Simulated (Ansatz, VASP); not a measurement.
# Cu in VASP and in Ansatz

```
CELL_PARAMETERS angstrom
0.00000 1.81475 1.81475
1.81475 0.00000 1.81475
1.81475 1.81475 0.00000
ATOMIC_POSITIONS crystal
Cu 0.00000 0.00000 0.00000
```

Alike in both runs: functional PBE; k mesh 38 × 38 × 38; occupations gaussian, width 0.1 eV; no spin polarisation.

Ansatz relaxed the structure, and its values are those at the end. VASP's run is a single point on that final structure, the one shown.

|  | VASP | Ansatz |
| --- | --- | --- |
| version | VASP 6.6.1 | Ansatz 0.2.0 |
| potentials or method | VASP PAW PBE potentials, release 64 (Cu) | scalar-relativistic, plane waves, PAW |
| plane-wave cutoff (eV) | 520 | 420 |
| valence electrons in the cell | 11 | 19 |

```csv
,VASP,Ansatz,Ansatz less VASP
gap on the k mesh at the Fermi level (eV),none,none,-
pressure (GPa),0.6,0.0,-0.62
```

A gap of «none» marks a metal or a gap that the smearing closes. With one functional, cell and mesh, what is left measures potentials, basis and numerics. VASP's potentials hold 11 valence electrons a cell and Ansatz's 19, so a difference there can come from the potentials and not from the codes.
